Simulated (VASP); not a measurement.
Runs of VASP 6.6.1 on InP. The structure is that of space group I4/mmm (No. 139), or close to it. The cells are those of the table. 

| cell | gap on the mesh (eV) | pressure (GPa) |
| --- | --- | --- |
| a = 3.933, b = 3.933, c = 4.386 Å, angles 56.1, 56.1, 67.8°, 2 atoms | none | -0.3 |
| a = 3.925, b = 3.925, c = 4.532 Å, angles 54.7, 54.7, 70.5°, 2 atoms | none | 8.9 |
| a = 4.405, b = 4.405, c = 3.597 Å, angles 65.9, 65.9, 48.2°, 2 atoms | none | 2.9 |
| a = 3.989, b = 3.989, c = 4.151 Å, angles 58.6, 58.6, 62.7°, 2 atoms | none | -7.0 |
| a = 4.290, b = 4.290, c = 3.699 Å, angles 64.5, 64.5, 51.1°, 2 atoms | none | (b) |
| a = 4.112, b = 4.112, c = 3.911 Å, angles 61.6, 61.6, 56.8°, 2 atoms | none | (c) |
| a = 3.956, b = 3.956, c = 4.262 Å, angles 57.4, 57.4, 65.2°, 2 atoms | none | (a) |
| a = 3.931, b = 3.931, c = 4.661 Å, angles 53.6, 53.6, 72.7°, 2 atoms | none | 18.9 |
| a = 4.496, b = 4.496, c = 3.527 Å, angles 66.9, 66.9, 46.2°, 2 atoms | none | 7.3 |
| a = 4.012, b = 4.012, c = 4.093 Å, angles 59.3, 59.3, 61.3°, 2 atoms | none | -7.7 |
| a = 4.197, b = 4.197, c = 3.800 Å, angles 63.1, 63.1, 53.8°, 2 atoms | none | -5.1 |

Alike in all rows: task single point; level PBEsol; potentials or basis VASP PAW PBE potentials, release 64 (In_d, P); no spin polarisation; k mesh 6 × 6 × 6; cutoff (eV) 520; smearing gaussian 0.15 eV.

Task: Estimate the missing entries.

Result: (a) -4.8; (b) -1.8; (c) -7.2.

Caveats: the PAW data sets were made with another functional, which shifts forces and pressure a little; spin-orbit coupling is left out, which moves the levels of the heavy elements.

A k mesh can miss the band edges, and the runs leave out spin-orbit coupling on In.

A gap of «none» marks levels without a gap at the run's occupations.
